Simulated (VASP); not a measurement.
ZrO2:

```
Zr O
1.0
     0.00000    2.54471    2.54471
     2.54471    0.00000    2.54471
     2.54471    2.54471    0.00000
Zr O
1 2
Direct
  0.00000 0.00000 0.00000
  0.25000 0.25000 0.25000
  0.75000 0.75000 0.75000
```

Program: VASP 6.6.1. Alike in all runs: task single point; no spin polarisation; cell as given; k mesh 4 × 4 × 4; smearing gaussian 0.01 eV.

**Question.** Order these runs on this cell by their band gap on the k mesh, lowest first.
A. level r2SCAN; potentials or basis VASP PAW PBE potentials, release 64 (Zr_sv, O); cutoff (eV) 660
B. level HSE06; potentials or basis VASP PAW PBE potentials, release 64 (Zr_sv, O); cutoff (eV) 520; grid for exact exchange (PRECFOCK) Normal; share of exact exchange 0.25; screening parameter 0.2079 1/Å
C. level LDA; potentials or basis VASP PAW LDA potentials, release 64 (Zr_sv, O); cutoff (eV) 600

**Answer.** C (3.23 eV), A (3.87 eV), B (4.97 eV).

Caveats: all runs use coarse meshes.

A k mesh can miss the band edges.
